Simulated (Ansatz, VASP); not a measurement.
**One calculation of SnO2, two programs**

```
Sn O
1.0
     4.73735    0.00000    0.00000
     0.00000    4.73735    0.00000
     0.00000    0.00000    3.18640
Sn O
2 4
Direct
  0.03358 0.03358 0.00000
  0.50000 0.50000 0.50000
  0.30562 0.30562 0.00000
  0.19438 0.80562 0.50000
  0.69438 0.69438 0.00000
  0.80562 0.19438 0.50000
```

Alike in both runs: task single point; functional r2SCAN; k mesh 6 × 6 × 8; occupations gaussian, width 0.05 eV; no spin polarisation.

```csv
,VASP,Ansatz
version,VASP 6.6.1,Ansatz 0.2.0
potentials or method,"VASP PAW PBE potentials, release 64 (Sn_d, O), cutoff 520 eV","scalar-relativistic, plane waves, PAW"
valence electrons in the cell,52,52
```

Ansatz gave:

```
gap on the k mesh at the Fermi level (eV)                     : 1.63
least direct gap on the mesh (eV)                             : 1.63
pressure (GPa)                                                : 7.4
traceless stress, the component that is largest in VASP (GPa) : 8.56
rms of the force components (eV/Å)                            : 1.990
```

Q: Which values does VASP return?

A: gap on the k mesh at the Fermi level (eV): 1.65; least direct gap on the mesh (eV): 1.65; pressure (GPa): 8.6; traceless stress, the component that is largest in VASP (GPa): 8.54; rms of the force components (eV/Å): 2.013.

VASP's potentials were made for PBE, not for r2SCAN. Atom by atom the forces differ by 0.033 eV/Å (rms over components).
